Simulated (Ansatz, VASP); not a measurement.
One calculation of TiB2, two programs

```xyz
3
Lattice="3.0292 0.0000 0.0000 -1.5146 2.6234 0.0000 0.0000 0.0000 3.2284" Properties=species:S:1:pos:R:3 pbc="T T T"
Ti    0.0000    0.0000    0.0000
B     1.5146    0.8745    1.6142
B     0.0000    1.7489    1.6142
```

Alike in both runs: task relaxation of cell and atoms; functional LDA; k mesh 10 × 10 × 8; occupations fermi-dirac, width 0.05 eV; no spin polarisation.

|  | VASP | Ansatz |
| --- | --- | --- |
| version | VASP 6.6.1 | Ansatz 0.2.0 |
| potentials or method | VASP PAW LDA potentials, release 64 (Ti_sv, B) | Ansatz PAW |
| plane-wave cutoff (eV) | 600 | 420 |
| valence electrons in the cell | 18 | 18 |

Ansatz gave:

| Item | Value |
| --- | --- |
| relaxed volume (Å³/atom) | 8.18 |
| relaxed cell length with the largest relative difference (Å) | 3.163 |

**Question.** Which values does VASP return?

**Answer.** Relaxed volume (Å³/atom): 8.19; relaxed cell length with the largest relative difference (Å): 3.166.

LDA's correlation is that of Perdew and Zunger in VASP and of Perdew and Wang (1992) in Ansatz.

Noted on Ansatz's run: the plane-wave basis is chosen anew once the cell has moved, so the energies of steps on either side of that aren't comparable.
